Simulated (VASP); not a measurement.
Wanted: the native input for a VASP 6.6.1 run.

```
Task                   : relaxation of cell and atoms
Functional             : PBE
Potentials or basis    : VASP PAW PBE potentials, release 64 (Al)
Cutoff                 : 600 eV
k mesh                 : 20 × 20 × 20
Occupations            : fermi-dirac, width 0.05 eV
Spin                   : no spin polarisation
Target pressure        : 110 GPa
Dipole correction      : no
Further INCAR settings : ALGO = Normal; EDIFF = 1e-07; IBRION = 2; EDIFFG = -0.005; NSW = 32; ISIF = 3
```

The structure of Al lies in POSCAR:

```
Al
1.0
   -1.3571391195      1.3571391195      1.3571391195
    1.3571391195     -1.3571391195      1.3571391195
    1.3571391195      1.3571391195     -1.3571391195
Al
1
Direct
    0.0000000000      0.0000000000      0.0000000000
```

One way to write it, as run:

INCAR

```
  PREC = Accurate
  ENCUT = 600
  EDIFF = 1E-7
  ISMEAR = -1
  SIGMA = 0.05
  LREAL = False
  LASPH = True
  NELM = 80
  ALGO = Normal
  ISIF = 3
  LWAVE = False
  LCHARG = False
  GGA = PE
  IBRION = 2
  NSW = 32
  EDIFFG = -0.005
  PSTRESS = 1100.0
```

KPOINTS

```
Automatic mesh
0
Gamma
  20 20 20
```

Potentials or basis: VASP PAW PBE potentials, release 64 (Al).

Command:

```console
$ cat potpaw_PBE.64/Al/POTCAR > POTCAR
$ mpirun -np 1 vasp_std > vasp.out
```

It gave:

| Item | Value |
| --- | --- |
| Relaxed volume | 10.00 Å³/atom |
| Relaxed cell | a = 2.351 Å, b = 2.351 Å, c = 2.351 Å, α = 109.47°, β = 109.47°, γ = 109.47° |
| Space group after relaxing (to 0.05 Å) | Im-3m (No. 229) |
| Energy change on relaxing (the enthalpy is what falls) | -3.3 meV/atom |
| Ionic steps | 3 |
| Pressure after relaxing | 110.0 GPa |

Caveat: the cell is relaxed towards a set pressure, so the enthalpy falls and the energy may rise.

Run time: 9.9 s on 1 thread of Intel(R) Xeon(R) 6975P-C (Granite Rapids), with other jobs on the host, peak memory 0.13 GiB.
